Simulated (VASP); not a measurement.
Au, 1 atom in the cell. The structure is cubic, space group Pm-3m (No. 221). The conventional cell has a = 2.694 Å, b = 2.694 Å, c = 2.694 Å, α = 90.00°, β = 90.00°, γ = 90.00°. Within 3.6 Å of Au (site symmetry m-3m) lie 6 Au at 2.69 Å. 

- Program: VASP 6.6.1
- Task: single point
- Functional: PBEsol
- Potentials or basis: VASP PAW PBE potentials, release 64 (Au)
- Cutoff: 520 eV
- k mesh: 14 × 14 × 14
- Occupations: fermi-dirac, width 0.08 eV
- Spin: collinear spin, ferromagnetic start
- Starting moments: [2.0] μB
- Dipole correction: no
- Further INCAR settings: ALGO = Normal; EDIFF = 1e-07; NBANDS = 16

Potentials or basis: VASP PAW PBE potentials, release 64 (Au).

The run is started by

```sh
$ cat potpaw_PBE.64/Au/POTCAR > POTCAR
$ mpirun -np 1 vasp_std > vasp.out
```

Hardware: 1 thread of AMD EPYC 7R13, on a shared host.

Problem. Estimate the wall time of this run.

Solution. It took 64 s on 1 thread of AMD EPYC 7R13 (shared host), peak memory 0.14 GiB. Counts: scf iterations 12, k points 120.
